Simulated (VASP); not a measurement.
# C (P3m1) in VASP: single point with LDA

Aim: the single point of C with LDA.

All numbers are computed with VASP 6.6.1; they aren't measurements. Logs are shortened: lines on timing, memory, paths and dates and some standing lists are left out, and cuts for length are marked.

### Step 1. The cell of the first run

The structure is trigonal, space group P3m1 (No. 156). Conventional cell: a = 2.491 Å, b = 2.491 Å, c = 10.254 Å, α = 90.00°, β = 90.00°, γ = 120.00°. Within 2.0 Å of C (site symmetry 3m) lie 4 C at 1.53 Å. Within 2.0 Å of C (site symmetry 3m) lie 4 C at 1.53 Å. Within 2.1 Å of C (site symmetry 3m) lie 5 C at 1.53 to 2.07 Å. C (site symmetry 3m) has 4 C at 1.53 Å within 2.0 Å. Within 2.0 Å of C (site symmetry 3m) lie 4 C at 1.53 Å. Within 2.0 Å of C (site symmetry 3m) lie 4 C at 1.53 Å. Within 2.2 Å of C (site symmetry 3m) lie 7 C at 1.53 to 2.12 Å. C (site symmetry 3m) has 4 C at 1.53 to 1.55 Å within 2.0 Å.

### Step 2. Single point, LDA

INCAR reads:

```
SYSTEM = C
ALGO = Normal
EDIFF = 1E-6
ENCUT = 910
GGA = CA
GGA_COMPAT = .False.
ISIF = 2
ISMEAR = 0
LASPH = .True.
LCHARG = .False.
LREAL = .False.
LWAVE = .False.
NBANDS = 31
NELM = 120
PREC = Accurate
SIGMA = 0.05
```

KPOINTS reads:

```
k-points
0
Gamma
  10 10 3
  0 0 0
```

POSCAR reads:

```
C
1.0
   -2.4912907516      0.0000000000      0.0000000000
   -1.2456453758     -2.1575210791      0.0000000000
    0.0001245645      0.0000719174     10.2538776052
C
10
Direct
   -0.2665375281     -0.2665375281      0.8741556576
    0.7334575081      0.7334575081      0.7252443424
    0.0667708596      0.0667708596      0.1257869493
    0.7334491204      0.7334491204      0.4736130507
    0.0667758266      0.0667758266      0.2747969895
    0.7334441534      0.7334441534      0.3246030105
    0.0667974765      0.0667974765      0.9242937306
    0.4001225035      0.4001225035      0.6751062694
    0.4001025222      0.4001025222      0.0756656066
    0.4001174578      0.4001174578      0.5237343934
```

Potentials or basis: VASP PAW LDA potentials, release 64 (C_h).

On the command line:

```
> cat potpaw_LDA.64/C_h/POTCAR > POTCAR
> mpirun -np 1 vasp_std > vasp.out
```

OUTCAR:

```text
SYSTEM = C
   EDIFF = 1E-6
   ENCUT = 910
   GGA = CA
   ISIF = 2
   ISMEAR = 0
   LASPH = .True.
   LREAL = .False.
   NELM = 120
   PREC = Accurate

 ion  position               nearest neighbor table
   1  0.733  0.733  0.874-
   2  0.733  0.733  0.725-
   3  0.067  0.067  0.126-
   4  0.733  0.733  0.474-
   5  0.067  0.067  0.275-
   6  0.733  0.733  0.325-
   7  0.067  0.067  0.924-
   8  0.400  0.400  0.675-
   9  0.400  0.400  0.076-
  10  0.400  0.400  0.524-

  LATTYP: Found a simple monoclinic cell.
 ALAT       =     2.4912907516
 B/A-ratio  =     4.1158895643
 C/A-ratio  =     1.7320508076
 COS(beta)  =    -0.8660254038

  Lattice vectors:

 A1 = (  -1.2456453758,   2.1575210791,   0.0000000000)
 A2 = (   0.0001245645,   0.0000719174,  10.2538776052)
 A3 = (   3.7369361274,  -2.1575210791,   0.0000000000)

Analysis of symmetry for initial positions (statically):
=====================================================================
 Subroutine PRICEL returns:
 Original cell was already a primitive cell.

 Routine SETGRP: Setting up the symmetry group for a
 simple monoclinic supercell.

 Subroutine GETGRP returns: Found  1 space group operations
 (whereof  1 operations were pure point group operations)
 out of a pool of  4 trial point group operations.

The static configuration has the point symmetry C_1 .

Analysis of symmetry for dynamics (positions and initial velocities):
=====================================================================
 Subroutine PRICEL returns:
 Original cell was already a primitive cell.

 Routine SETGRP: Setting up the symmetry group for a
 simple monoclinic supercell.

 Subroutine GETGRP returns: Found  1 space group operations
 (whereof  1 operations were pure point group operations)
 out of a pool of  4 trial point group operations.

The dynamic configuration has the point symmetry C_1 .

 Subroutine INISYM returns: Found  1 space group operations
 (whereof  1 operations are pure point group operations),
 and found     1 'primitive' translations

----------------------------------------------------------------------------------------

                                     Primitive cell

  volume of cell :      55.1147

[... 103 lines left out ...]
   NELM   =    120;   NELMIN=  2; NELMDL= -5     # of ELM steps
   EDIFF  = 0.1E-05   stopping-criterion for ELM
   LREAL  =      F    real-space projection
   EDIFFG = 0.1E-04   stopping-criterion for IOM
   NSW    =      0    number of steps for IOM
   IBRION =     -1    ionic relax: 0-MD 1-quasi-New 2-CG
   NFREE  =      0    steps in history (QN), initial steepest desc. (CG)
   ISIF   =      2    stress and relaxation
   ISYM   =      2    0-nonsym 1-usesym 2-fastsym
   POTIM  = 0.5000    time-step for ionic-motion
   TEBEG  =    0.0;   TEEND  =   0.0 temperature during run
   PSTRESS=    0.0 pullay stress
   NELECT =      40.0000    total number of electrons
   NUPDOWN=      -1.0000    fix difference up-down
   EMIN   =  10.00;   EMAX   =-10.00  energy-range for DOS
   EFERMI =   0.00;   METHOD = LEGACY
   ISMEAR =     0;   SIGMA  =   0.05  broadening in eV -4-tet -1-fermi 0-gaus
   EFERMI_NEDOS =   21; number of points for ismear=-14 and -15
   IALGO  =     38    algorithm
   IMIX   =      4    mixing-type and parameters
     AMIX     =   0.40;   BMIX     =  1.00
     AMIX_MAG =   1.60;   BMIX_MAG =  1.00
  volume/ion in A,a.u.               =       5.51        37.19
  Fermi-wavevector in a.u.,A,eV,Ry     =   1.471202  2.780169 29.448929  2.164435
  Thomas-Fermi vector in A             =   2.586366
   LORBIT       =      0    0 simple, 1 ext, 2 COOP (PROOUT), +10 PAW based schemes
   GGA     = CA    functional components
   LHFCALC =     F    Hartree Fock is set to
   AEXX    =    0.0000 exact exchange contribution
   IVDW    =     0    specifies the selected vdW correction
   LEPSILON=     F    determine dielectric tensor
   LRPA    =     F    only Hartree local field effects (RPA)
 non-spin polarized calculation
 Gauss-broadening in eV      SIGMA  =   0.05
  energy-cutoff  :      910.00
  volume of cell :       55.11
 maximum number of plane-waves:      3464
 NGX is ok and might be reduce to    28
   NGX = 13   NGY = 13   NGZ = 51

 number of electron      40.0000000 magnetization

 Free energy of the ion-electron system (eV)
  ---------------------------------------------------
  ext. energy  EPLUGINS =         0.00000000
  ---------------------------------------------------
  free energy    TOTEN  =       -96.60814675 eV

  energy without entropy =      -96.60673390  energy(sigma->0) =      -96.60744033

 E-fermi :  11.6422     XC(G=0): -13.8302

 val. band max:       11.6249839879   @ k =   0.2000   0.1000   0.0000
 cond. band min:      11.6666498373   @ k =   0.3000  -0.4000   0.3333
 fundamental gap:      0.0416658494
 Fermi energy:        11.6422210474

 k-point     1 :       0.0000    0.0000    0.0000
  band No.  band energies     occupation
      1     -10.3807      2.00000
      2      -9.3141      2.00000
      3      -9.1808      2.00000
      4      -6.1228      2.00000
      5      -5.9569      2.00000
      6      -0.3430      2.00000
[... 805 lines left out ...]
     30      21.7459      0.00000
     31      22.0704      0.00000

 [... further k-points ...]
[... 5 lines left out ...]
  --------------------------------------------------------------------------------------
  -------------------------------------------------------------------------------------
  Total       -1.8698702     -1.8686512      9.0532011     -0.0010614      0.0012843      0.0022253
  in kB      -54.3568705    -54.3214348    263.1753177     -0.0308552      0.0373357      0.0646881
  external PRESSURE =      51.4990041 kB  Pullay stress =       0.0000000 kB

 VOLUME and BASIS-vectors are now :
 -----------------------------------------------------------------------------
  energy-cutoff  :      910.00
  volume of cell :       55.11
      direct lattice vectors                 reciprocal lattice vectors
    -2.491290752  0.000000000  0.000000000    -0.401398351  0.231747446  0.000003251
    -1.245645376 -2.157521079  0.000000000     0.000000000 -0.463494892  0.000003251
     0.000124565  0.000071917 10.253877605     0.000000000  0.000000000  0.097524082

 POSITION                                       TOTAL-FORCE (eV/Angst)
 -----------------------------------------------------------------------------------
     -2.74079     -1.58240      8.96349         0.000273      0.000155      0.488354
     -2.74079     -1.58240      7.43657         0.000017      0.000009     -0.487227
     -0.24950     -0.14405      1.28980         0.000235      0.000139      0.385341
     -2.74079     -1.58240      4.85637         0.000017      0.000011      0.123378
     -0.24950     -0.14405      2.81773         0.000228      0.000132      0.728481
     -2.74079     -1.58240      3.32844        -0.000021     -0.000011     -0.186653
     -0.24950     -0.14405      9.47759        -0.001502     -0.000868     -4.159846
     -1.49515     -0.86322      6.92246         0.000018      0.000011      0.072400
     -1.49515     -0.86322      0.77587         0.000750      0.000430      3.168847
     -1.49515     -0.86322      5.37031        -0.000015     -0.000007     -0.133077
 -----------------------------------------------------------------------------------
    total drift:                                0.000028      0.000012     -0.000194

  FREE ENERGIE OF THE ION-ELECTRON SYSTEM (eV)
  ---------------------------------------------------
  free  energy   TOTEN  =       -96.6081467538 eV

  energy  without entropy=      -96.6067338977  energy(sigma->0) =      -96.60744033
```

stdout:

```text
POSCAR found type information on POSCAR C
 POSCAR found :  1 types and      10 ions
 scaLAPACK will be used
 -----------------------------------------------------------------------------
|                                                                             |
|           W    W    AA    RRRRR   N    N  II  N    N   GGGG   !!!           |
|           W    W   A  A   R    R  NN   N  II  NN   N  G    G  !!!           |
[... 19 lines left out ...]

 LDA part: xc-table for (Slater(with rela. corr.)+CA(PZ))
 , standard interpolation
 POSCAR, INCAR and KPOINTS ok, starting setup
 FFT: planning ... GRIDC
 FFT: planning ... GRID_SOFT
 FFT: planning ... GRID
 WAVECAR not read
 entering main loop
```

Run time: 5.2 min. Hardware: 1 thread of Intel Xeon 6975P-C (Granite Rapids), shared host; peak memory 0.49 GiB.

Results:

| Property | Result |
| --- | --- |
| Free energy | -96.6081 eV |
| Pressure | 5.1 GPa |
| Largest force | 4.160 eV/Å |
| Band gap on the k mesh | zero (bands 20 and 21 overlap by 0.45 eV) |

Forces in eV/Å, atoms in the order of the input:
```
C    0.000  0.000  0.488
C    0.000  0.000 -0.487
C    0.000  0.000  0.385
C    0.000  0.000  0.123
C    0.000  0.000  0.728
C    0.000  0.000 -0.187
C   -0.002 -0.001 -4.160
C    0.000  0.000  0.072
C    0.001  0.000  3.169
C    0.000  0.000 -0.133
```

Stress tensor (GPa, compression positive):
```
-5.44  0.00  0.01
 0.00 -5.43  0.00
 0.01  0.00 26.32
```

Levels at points of the mesh, in eV from the Fermi level:
```
           k point  band 17  band 18  band 19  band 20  band 21  band 22  band 23  band 24
(0.00, 0.00, 0.00)    -0.98    -0.58    -0.58     0.36     4.63     5.60     5.60     6.12
(0.50, 0.00, 0.00)    -5.25    -3.85    -3.59    -1.48     0.88     4.47     5.39     5.55
(0.50, 0.50, 0.00)    -5.25    -3.85    -3.59    -1.48     0.88     4.47     5.39     5.55
(0.00, 0.50, 0.00)    -5.25    -3.85    -3.59    -1.48     0.88     4.47     5.39     5.55
```

Caveat: the cutoff is under 1.25 times the usual one of these potentials, so pressure, stress and relaxed cells hold a basis-set (Pulay) error; the cell stands under pressure; forces of over 1 eV/Å act on the atoms, so gaps and moduli don't describe the material at rest.
